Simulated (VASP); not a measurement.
# Cu10N in VASP: relaxation of the atoms with LDA

Aim: the relaxation of the atoms of Cu10N with LDA.

Program: VASP 6.6.1. These are calculated values, not measurements. Logs are shortened: lines on timing, memory, paths and dates and some standing lists are left out, and cuts for length are marked.

## Step 1: The cell of the first run

The cell holds a slab with vacuum, 11 atoms: a = 3.519 Å, b = 3.519 Å, c = 26.037 Å, α = 90.00°, β = 90.00°, γ = 90.00°.

## Step 2: Relaxation of the atoms, LDA

File INCAR:

```
SYSTEM = Cu10N
PREC = Accurate
ENCUT = 520
EDIFF = 1E-7
ISMEAR = 0
SIGMA = 0.1
LREAL = .False.
LASPH = .True.
NELM = 120
ALGO = Normal
ISIF = 2
LWAVE = .False.
LCHARG = .False.
LDIPOL = .True.
IDIPOL = 3
DIPOL = 0.5 0.5 0.477
GGA = CA
IBRION = 2
NSW = 90
EDIFFG = -0.03
GGA_COMPAT = .False.
NELMIN = 4
NELMDL = -8
KPAR = 4
```

File KPOINTS:

```
regular mesh
0
Gamma
  8 8 1
  0 0 0
```

File POSCAR:

```
Cu10N
1.0
    3.5186379850      0.0000000000      0.0000000000
    0.0000000000      3.5186379850      0.0000000000
    0.0000000000      0.0000000000     26.0372759700
Cu N
10 1
Selective dynamics
Direct
    0.0000000000      0.5000000000      0.3264550412  F F F
    0.5000000000      0.0000000000      0.3264550412  F F F
    0.5000000000      0.5000000000      0.3940242828  F F F
    0.0000000000      0.0000000000      0.3940242828  F F F
    0.0000000000      0.5000000000      0.4613954451  T T T
    0.5000000000      0.0000000000      0.4613954451  T T T
    0.5000000000      0.5000000000      0.5289327927  T T T
    0.0000000000      0.0000000000      0.5289327927  T T T
    0.0000000000      0.5000000000      0.5938786001  T T T
    0.5000000000      0.0000000000      0.5938786001  T T T
    0.5000000000      0.5000000000      0.6330532050  T T T
```

Potentials or basis: VASP PAW LDA potentials, release 64 (Cu, N).

Command:

```console
> cat potpaw_LDA.64/Cu/POTCAR potpaw_LDA.64/N/POTCAR > POTCAR
> mpirun -np 4 vasp_std > vasp.out
```

OUTCAR:

```text
SYSTEM = Cu10N
   PREC = Accurate
   ENCUT = 520
   EDIFF = 1E-7
   ISMEAR = 0
   LREAL = .False.
   LASPH = .True.
   NELM = 120
   ISIF = 2
   GGA = CA
   IBRION = 2
   NSW = 90
   EDIFFG = -0.03
   NELMIN = 4
   NELMDL = -8

 ion  position               nearest neighbor table
   1  0.000  0.500  0.326-   3 2.49   4 2.49   4 2.49   3 2.49   2 2.49   2 2.49   2 2.49   2 2.49

   2  0.500  0.000  0.326-   3 2.49   4 2.49   3 2.49   4 2.49   1 2.49   1 2.49   1 2.49   1 2.49

   3  0.500  0.500  0.394-   5 2.48   6 2.48   6 2.48   5 2.48   2 2.49   1 2.49   1 2.49   2 2.49
                             4 2.49   4 2.49   4 2.49   4 2.49
   4  0.000  0.000  0.394-   5 2.48   6 2.48   5 2.48   6 2.48   1 2.49   1 2.49   2 2.49   2 2.49
                             3 2.49   3 2.49   3 2.49   3 2.49
   5  0.000  0.500  0.461-   3 2.48   4 2.48   4 2.48   3 2.48   7 2.49   8 2.49   8 2.49   7 2.49
                             6 2.49   6 2.49   6 2.49   6 2.49
   6  0.500  0.000  0.461-   3 2.48   4 2.48   3 2.48   4 2.48   7 2.49   7 2.49   8 2.49   8 2.49
                             5 2.49   5 2.49   5 2.49   5 2.49
   7  0.500  0.500  0.529-   9 2.44  10 2.44  10 2.44   9 2.44   6 2.49   5 2.49   5 2.49   6 2.49
                             8 2.49   8 2.49   8 2.49   8 2.49
   8  0.000  0.000  0.529-   9 2.44  10 2.44   9 2.44  10 2.44   5 2.49   5 2.49   6 2.49   6 2.49
                             7 2.49   7 2.49   7 2.49   7 2.49
   9  0.000  0.500  0.594-  11 2.03  11 2.03   7 2.44   8 2.44   7 2.44   8 2.44  10 2.49  10 2.49
                            10 2.49  10 2.49
  10  0.500  0.000  0.594-  11 2.03  11 2.03   7 2.44   7 2.44   8 2.44   8 2.44   9 2.49   9 2.49
                             9 2.49   9 2.49
  11  0.500  0.500  0.633-   9 2.03  10 2.03  10 2.03   9 2.03

  LATTYP: Found a simple tetragonal cell.
 ALAT       =     3.5186379850
 C/A-ratio  =     7.3998166566

  Lattice vectors:

 A1 = (   3.5186379850,   0.0000000000,   0.0000000000)
 A2 = (   0.0000000000,   3.5186379850,   0.0000000000)
 A3 = (   0.0000000000,   0.0000000000,  26.0372759700)

Analysis of symmetry for initial positions (statically):
=====================================================================
 Subroutine PRICEL returns:
 Original cell was already a primitive cell.

 Routine SETGRP: Setting up the symmetry group for a
 simple tetragonal supercell.

 Subroutine GETGRP returns: Found  8 space group operations
 (whereof  8 operations were pure point group operations)
 out of a pool of 16 trial point group operations.

The static configuration has the point symmetry C_4v.

Analysis of symmetry for dynamics (positions and initial velocities):
=====================================================================
 Subroutine PRICEL returns:
 Original cell was already a primitive cell.

 Routine SETGRP: Setting up the symmetry group for a
 simple tetragonal supercell.

 Subroutine GETGRP returns: Found  8 space group operations
 (whereof  8 operations were pure point group operations)
 out of a pool of 16 trial point group operations.

The dynamic configuration has the point symmetry C_4v.

Analysis of constrained symmetry for selective dynamics:
=====================================================================
 Subroutine PRICEL returns:
 Original cell was already a primitive cell.

 Routine SETGRP: Setting up the symmetry group for a
 simple tetragonal supercell.

 Subroutine GETGRP returns: Found  8 space group operations
 (whereof  8 operations were pure point group operations)
 out of a pool of 16 trial point group operations.

The constrained configuration has the point symmetry C_4v.

 Subroutine INISYM returns: Found  8 space group operations
 (whereof  8 operations are pure point group operations),
 and found     1 'primitive' translations

----------------------------------------------------------------------------------------

                                     Primitive cell

  volume of cell :     322.3627

  direct lattice vectors                    reciprocal lattice vectors
     3.518637985  0.000000000  0.000000000     0.284200877  0.000000000  0.000000000
     0.000000000  3.518637985  0.000000000     0.000000000  0.284200877  0.000000000
     0.000000000  0.000000000 26.037275970     0.000000000  0.000000000  0.038406475

  length of vectors
[... 71 lines left out ...]
  0.500000  0.500000  0.000000      1.000000
   k-points           NKPTS =     15   k-points in BZ     NKDIM =     15   number of bands    NBANDS=     69
   number of dos      NEDOS =    301   number of ions     NIONS =     11
   total plane-waves  NPLWV = 153664
   dimension x,y,z NGX =    28 NGY =   28 NGZ =  196
   dimension x,y,z NGXF=    56 NGYF=   56 NGZF=  392
   ions per type =              10   1
   NGX,Y,Z   is equivalent  to a cutoff of  13.23, 13.23, 12.51 a.u.
   NGXF,Y,Z  is equivalent  to a cutoff of  26.46, 26.46, 25.03 a.u.
 SYSTEM =  Cu10N
   PREC   = accura    normal or accurate (medium, high low for compatibility)
   ISTART =      0    job   : 0-new  1-cont  2-samecut
   ICHARG =      2    charge: 1-file 2-atom 10-const
   ISPIN  =      1    spin polarized calculation?
   LNONCOLLINEAR =      F non collinear calculations
   LSORBIT =      F    spin-orbit coupling
   LASPH  =      T    aspherical Exc in radial PAW
   ENCUT  =  520.0 eV  38.22 Ry    6.18 a.u.   6.54  6.54 48.41*2*pi/ulx,y,z
   NELM   =    120;   NELMIN=  4; NELMDL= -8     # of ELM steps
   EDIFF  = 0.1E-06   stopping-criterion for ELM
   LREAL  =      F    real-space projection
   EDIFFG = -.3E-01   stopping-criterion for IOM
   NSW    =     90    number of steps for IOM
   IBRION =      2    ionic relax: 0-MD 1-quasi-New 2-CG
   NFREE  =      1    steps in history (QN), initial steepest desc. (CG)
   ISIF   =      2    stress and relaxation
   ISYM   =      2    0-nonsym 1-usesym 2-fastsym
   POTIM  = 0.5000    time-step for ionic-motion
   TEBEG  =    0.0;   TEEND  =   0.0 temperature during run
   PSTRESS=    0.0 pullay stress
   NELECT =     115.0000    total number of electrons
   NUPDOWN=      -1.0000    fix difference up-down
   EMIN   =  10.00;   EMAX   =-10.00  energy-range for DOS
   EFERMI =   0.00;   METHOD = LEGACY
   ISMEAR =     0;   SIGMA  =   0.10  broadening in eV -4-tet -1-fermi 0-gaus
   EFERMI_NEDOS =   21; number of points for ismear=-14 and -15
   IALGO  =     38    algorithm
   IMIX   =      4    mixing-type and parameters
     AMIX     =   0.40;   BMIX     =  1.00
     AMIX_MAG =   1.60;   BMIX_MAG =  1.00
  volume/ion in A,a.u.               =      29.31       197.76
  Fermi-wavevector in a.u.,A,eV,Ry     =   1.161072  2.194108 18.341858  1.348089
  Thomas-Fermi vector in A             =   2.297648
   LORBIT       =      0    0 simple, 1 ext, 2 COOP (PROOUT), +10 PAW based schemes
   GGA     = CA    functional components
   LHFCALC =     F    Hartree Fock is set to
   AEXX    =    0.0000 exact exchange contribution
   IVDW    =     0    specifies the selected vdW correction
   LEPSILON=     F    determine dielectric tensor
   LRPA    =     F    only Hartree local field effects (RPA)
 conjugate gradient relaxation of ions
 non-spin polarized calculation
 Gauss-broadening in eV      SIGMA  =   0.10
  energy-cutoff  :      520.00
  volume of cell :      322.36
 maximum number of plane-waves:      8761
 NGX is ok and might be reduce to    28
   NGX = 13   NGY = 13   NGZ = 97

--------------------------------------- Ionic step        1  -------------------------------------------

 number of electron     115.0000042 magnetization

 Free energy of the ion-electron system (eV)
  ---------------------------------------------------
  ext. energy  EPLUGINS =         0.00000000
  ---------------------------------------------------
  free energy    TOTEN  =       -51.69191066 eV

  energy without entropy =      -51.67014288  energy(sigma->0) =      -51.68102677

------------------------ aborting loop because EDIFF is reached ----------------------------------------

  FORCE on cell =-STRESS in cart. coord.  units (eV):
  Direction    XX          YY          ZZ          XY          YZ          ZX
  --------------------------------------------------------------------------------------
  -------------------------------------------------------------------------------------
  Total       -3.0658945     -3.0658945     -1.9909558      0.0000000      0.0000000      0.0000000
  in kB      -15.2378282    -15.2378282     -9.8952663      0.0000000      0.0000000      0.0000000
  external PRESSURE =     -13.4569742 kB  Pullay stress =       0.0000000 kB
[... 116 lines left out ...]
  FREE ENERGIE OF THE ION-ELECTRON SYSTEM (eV)
  ---------------------------------------------------
  free  energy   TOTEN  =       -52.9113579808 eV

  energy  without entropy=      -52.8856445289  energy(sigma->0) =      -52.89850125

 dipolmoment           0.000000      0.000000     -0.000512 electrons x Angstroem

 vacuum level on the upper side and lower side of the slab       (xc-potential included)         0.008        -0.022

[... ionic steps 4 to 8 ...]

--------------------------------------- Ionic step        9  -------------------------------------------

 number of electron     115.0000041 magnetization

------------------------ aborting loop because EDIFF is reached ----------------------------------------
[... 85 lines left out ...]
--------------------------------------- Ionic step       11  -------------------------------------------

 number of electron     115.0000038 magnetization

 dipolmoment           0.000000      0.000000      0.003558 electrons x Angstroem

 Free energy of the ion-electron system (eV)
  ---------------------------------------------------
  ext. energy  EPLUGINS =         0.00000000
  ---------------------------------------------------
  free energy    TOTEN  =       -53.03908596 eV

  energy without entropy =      -53.01624624  energy(sigma->0) =      -53.02766610

 E-fermi :  -0.0971     XC(G=0):  -5.5324

 val. band max:       -0.1331690195   @ k =   0.3750   0.1250   0.0000
 cond. band min:      -0.0598666992   @ k =   0.2500   0.1250   0.0000
 fundamental gap:      0.0733023203
 Fermi energy:        -0.0970743438

 k-point     1 :       0.0000    0.0000    0.0000
  band No.  band energies     occupation
      1     -16.9991      2.00000
      2      -9.5066      2.00000
      3      -8.1390      2.00000
      4      -6.4094      2.00000
      5      -5.6060      2.00000
      6      -5.3565      2.00000
[... 1069 lines left out ...]
     68       5.6443      0.00000
     69       5.6443      0.00000

------------------------ aborting loop because EDIFF is reached ----------------------------------------

 vacuum level on the upper side and lower side of the slab       (xc-potential included)        -0.066        -0.115

  FORCE on cell =-STRESS in cart. coord.  units (eV):
  Direction    XX          YY          ZZ          XY          YZ          ZX
  --------------------------------------------------------------------------------------
  -------------------------------------------------------------------------------------
  Total        3.5034096      3.5034096     -1.2643860      0.0000000      0.0000000      0.0000000
  in kB       17.4123255     17.4123255     -6.2841355      0.0000000      0.0000000      0.0000000
  external PRESSURE =       9.5135052 kB  Pullay stress =       0.0000000 kB
[... 26 lines left out ...]
  FREE ENERGIE OF THE ION-ELECTRON SYSTEM (eV)
  ---------------------------------------------------
  free  energy   TOTEN  =       -53.0390859574 eV

  energy  without entropy=      -53.0162462416  energy(sigma->0) =      -53.02766610

 reached required accuracy - stopping structural energy minimisation

 vacuum level on the upper side and lower side of the slab         4.719         4.668
```

It took 17 min on 4 MPI ranks of AMD EPYC 9R45 (Zen 5), shared host; peak memory 0.46 GiB.

What came out:

| Item | Value |
| --- | --- |
| Free energy | -53.0391 eV |
| Energy gained by relaxing | 122.5 meV/atom |
| Ionic steps | 11 |
| Band gap on the k mesh | zero (an odd number of electrons rules out a gap without spin polarisation) |

The path:
| step | energy change (eV) | largest force on free atoms (eV/Å) | pressure (GPa) |
| --- | --- | --- | --- |
| 1 | 0.0000 | 3.0970 | -1.35 |
| 2 | -0.6913 | 2.2748 | -0.85 |
| 3 | -1.2194 | 0.7635 | 0.52 |
| 4 | -1.2268 | 0.8359 | 0.66 |
| 5 | -1.3106 | 0.3404 | 0.72 |
| 6 | -1.3233 | 0.3552 | 0.81 |
| 7 | -1.3409 | 0.1860 | 0.89 |
| 8 | -1.3457 | 0.1189 | 0.97 |
| 9 | -1.3469 | 0.0389 | 0.95 |
| 10 | -1.3469 | 0.0397 | 0.95 |
| 11 | -1.3472 | 0.0237 | 0.95 |

Final structure:
```cif
data_structure
_symmetry_space_group_name_H-M 'P 1'
_symmetry_Int_Tables_number 1
_cell_length_a 3.5186
_cell_length_b 3.5186
_cell_length_c 26.0373
_cell_angle_alpha 90.000
_cell_angle_beta 90.000
_cell_angle_gamma 90.000
_cell_volume 322.36
loop_
_atom_site_label
_atom_site_type_symbol
_atom_site_fract_x
_atom_site_fract_y
_atom_site_fract_z
_atom_site_occupancy
Cu1 Cu 0.00000 0.50000 0.32645 1
Cu2 Cu 0.50000 0.00000 0.32645 1
Cu3 Cu 0.50000 0.50000 0.39402 1
Cu4 Cu 0.00000 0.00000 0.39402 1
Cu5 Cu 0.00000 0.50000 0.46233 1
Cu6 Cu 0.50000 0.00000 0.46233 1
Cu7 Cu 0.50000 0.50000 0.53021 1
Cu8 Cu 0.00000 0.00000 0.53089 1
Cu9 Cu 0.00000 0.50000 0.60372 1
Cu10 Cu 0.50000 0.00000 0.60372 1
N1 N 0.50000 0.50000 0.61144 1
```

With open d or f shells a metallic result of LDA can be an artefact of self-interaction; +U or a hybrid may open a gap.

The gap in the log of VASP goes by the Fermi energy; the results here count the filled bands.